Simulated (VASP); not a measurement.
A run of VASP 6.6.1 is set up as follows.

The input INCAR:

```
PREC     = Accurate       # precision mode
ENCUT    = 500            # plane-wave cutoff, eV
EDIFF    = 1E-6           # SCF threshold, eV
ISMEAR   = 0              # smearing method
SIGMA    = 0.01           # smearing width, eV
LREAL    = F              # projectors in reciprocal space
LASPH    = T              # aspherical terms in the spheres
NELM     = 120            # most SCF steps
ALGO     = Normal         # electronic algorithm
ISIF     = 2              # what is computed and relaxed
LWAVE    = F              # write WAVECAR
LCHARG   = F              # write CHGCAR
GGA      = PE             # functional
NBANDS   = 17             # bands
GGA_COMPAT= F
```

The input KPOINTS:

```
Automatic mesh
0
Gamma
  6 6 6
```

The input POSCAR:

```
TlCl
1.0
    3.8388256317      0.0000000000      0.0000000000
    0.0000000000      3.8388256317      0.0000000000
    0.0000000000      0.0000000000      3.8388256317
Tl Cl
1 1
Direct
    0.0000000000      0.0000000000      0.0000000000
    0.5000000000      0.5000000000      0.5000000000
```

Potentials or basis: VASP PAW PBE potentials, release 64 (Tl_d, Cl).

Run with:

```console
$ cat potpaw_PBE.64/Tl_d/POTCAR potpaw_PBE.64/Cl/POTCAR > POTCAR
$ mpirun -np 1 vasp_std > vasp.out
```

(1) Estimate the pressure.

(2) Estimate the band gap on the k mesh.

## Answers

(1) 1.1 GPa.

(2) 2.09 eV, direct.

Caveat: spin-orbit coupling is left out, which moves the levels of the heavy elements.
